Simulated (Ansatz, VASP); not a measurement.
**FeS2 in VASP and in Ansatz**

```
Fe S
1.0
     4.36741    0.00000    0.00000
     0.00000    5.33314    0.00000
     0.00000    0.00000    3.24409
Fe S
2 4
Direct
  0.50000 0.50000 0.50000
  0.00000 0.00000 0.00000
  0.29622 0.87408 0.50000
  0.70378 0.12592 0.50000
  0.20378 0.37408 0.00000
  0.79622 0.62592 0.00000
```

Change from the starting cell: strain along c alone, the other axes held, atoms relaxed: -3.0 %.

Alike in both runs: functional PBEsol; k mesh 6 × 6 × 8; occupations gaussian, width 0.02 eV; no spin polarisation.

Ansatz relaxed the structure, and its values are those at the end. VASP's run is a single point on that final structure, the one shown.

```csv
,VASP,Ansatz
version,VASP 6.6.1,Ansatz 0.2.0
potentials or method,"VASP PAW PBE potentials, release 64 (Fe, S), cutoff 600 eV","scalar-relativistic, plane waves, PAW"
valence electrons in the cell,40,56
```

Ansatz gave:

| Item | Value |
| --- | --- |
| gap on the k mesh at the Fermi level (eV) | 0.92 |
| least direct gap on the mesh (eV) | 1.26 |
| pressure (GPa) | 5.7 |
| rms of the force components (eV/Å) | 0.001 |

Task: Estimate VASP's values.

Result: gap on the k mesh at the Fermi level (eV): 0.89; least direct gap on the mesh (eV): 1.25; pressure (GPa): 6.3; rms of the force components (eV/Å): 0.028.

VASP's potentials were made for PBE, not for PBEsol. VASP's potentials hold 40 valence electrons a cell and Ansatz's 56, so a difference there can come from the potentials and not from the codes. Ansatz's warnings: stress scf threshold loose.
